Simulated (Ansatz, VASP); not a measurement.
# One calculation of GaP, two programs

The input INCAR:

```
SYSTEM = GaP
  ALGO = Normal
  EDIFF = 1E-6
  ENCUT = 500
  GGA = PS
  GGA_COMPAT = .False.
  ISIF = 2
  ISMEAR = 0
  LASPH = .True.
  LCHARG = .False.
  LREAL = .False.
  LWAVE = .False.
  NBANDS = 16
  NELM = 120
  PREC = Accurate
  SIGMA = 0.01
```

KPOINTS

```
k-points
0
Gamma
  8 8 8
  0 0 0
```

Contents of POSCAR:

```
GaP
1.0
    0.0000000000      2.7255000000      2.7255000000
    2.7255000000      0.0000000000      2.7255000000
    2.7255000000      2.7255000000      0.0000000000
Ga P
1 1
Direct
    0.0000000000      0.0000000000      0.0000000000
    0.2500000000      0.2500000000      0.2500000000
```

Input for Ansatz:

```yaml
crystal:
  lattice:
    - [0.0, 2.7255, 2.7255]
    - [2.7255, 0.0, 2.7255]
    - [2.7255, 2.7255, 0.0]
  atoms:
    - { symbol: Ga, position: [0.0, 0.0, 0.0] }
    - { symbol: P, position: [0.25, 0.25, 0.25] }
basis:
  ecutwfc: 420
kpoints:
  mp_grid: { grid: [8, 8, 8] }
  band_path:
    path:
      - [0.0, 0.0, 0.0]
      - [0.0, 0.0, 0.0]
      - [0.0, 0.0, 0.0]
      - [0.0, 0.0, 0.0]
      - [0.0, 0.0, 0.0]
      - [0.0, 0.0, 0.0]
      - [0.0, 0.0, 0.0]
      - [0.0, 0.0, 0.0]
      - [0.0, 0.0, 0.0]
      - [0.0, 0.0, 0.0]
      - [0.0, 0.0, 0.0]
      - [0.0, 0.0, 0.0]
      - [0.0, 0.0, 0.0]
      - [0.0, 0.0, 0.0]
      - [0.0, 0.0, 0.0]
      - [0.0, 0.0, 0.0]
      - [0.0, 0.0, 0.0]
      - [0.0, 0.0, 0.0]
      - [0.0, 0.0, 0.0]
      - [0.0, 0.0, 0.0]
      - [0.0, 0.0, 0.0]
      - [0.0, 0.0, 0.0]
      - [0.0, 0.0, 0.0]
      - [0.0, 0.0, 0.0]
      - [0.0, 0.0, 0.0]
      - [0.0, 0.0, 0.0]
      - [0.3, 0.3, 0.0]
      - [0.3166666667, 0.3166666667, 0.0]
      - [0.3333333333, 0.3333333333, 0.0]
      - [0.35, 0.35, 0.0]
      - [0.3666666667, 0.3666666667, 0.0]
      - [0.3833333333, 0.3833333333, 0.0]
      - [0.4, 0.4, 0.0]
      - [0.4166666667, 0.4166666667, 0.0]
      - [0.4333333333, 0.4333333333, 0.0]
      - [0.45, 0.45, 0.0]
      - [0.4666666667, 0.4666666667, 0.0]
      - [0.4833333333, 0.4833333333, 0.0]
      - [0.5, 0.5, 0.0]
      - [0.5, 0.5, 0.5]
      - [0.5, 0.5, 0.5]
      - [0.5, 0.5, 0.5]
      - [0.5, 0.5, 0.5]
      - [0.5, 0.5, 0.5]
      - [0.5, 0.5, 0.5]
      - [0.5, 0.5, 0.5]
      - [0.5, 0.5, 0.5]
      - [0.5, 0.5, 0.5]
      - [0.5, 0.5, 0.5]
      - [0.5, 0.5, 0.5]
      - [0.5, 0.5, 0.5]
      - [0.5, 0.5, 0.5]
    npoints: 1
hamiltonian:
  xc: pbesol
  pseudopotentials: { kind: paw, azcp: { folder: soft_1 } }
scf:
  occupations: { method: fixed }
  n_extra_bands: 5
output:
  eigenvalues: true
```

Alike in both runs: task single point; functional PBEsol; k mesh 8 × 8 × 8; no spin polarisation.

|  | VASP | Ansatz |
| --- | --- | --- |
| version | VASP 6.6.1 | Ansatz 0.2.0 |
| potentials or method | VASP PAW PBE potentials, release 64 (Ga_d, P), cutoff 500 eV | scalar-relativistic, plane waves, PAW |
| occupations | gaussian, width 0.01 eV | fixed |
| valence electrons in the cell | 18 | 18 |

```csv
,VASP,Ansatz,Ansatz less VASP
gap on the k mesh at the Fermi level (eV),1.52,1.51,-0.003
least direct gap on the mesh (eV),1.75,1.74,-0.006
```

VASP's potentials were made for PBE, not for PBEsol, and Ansatz warns of the same on its side.
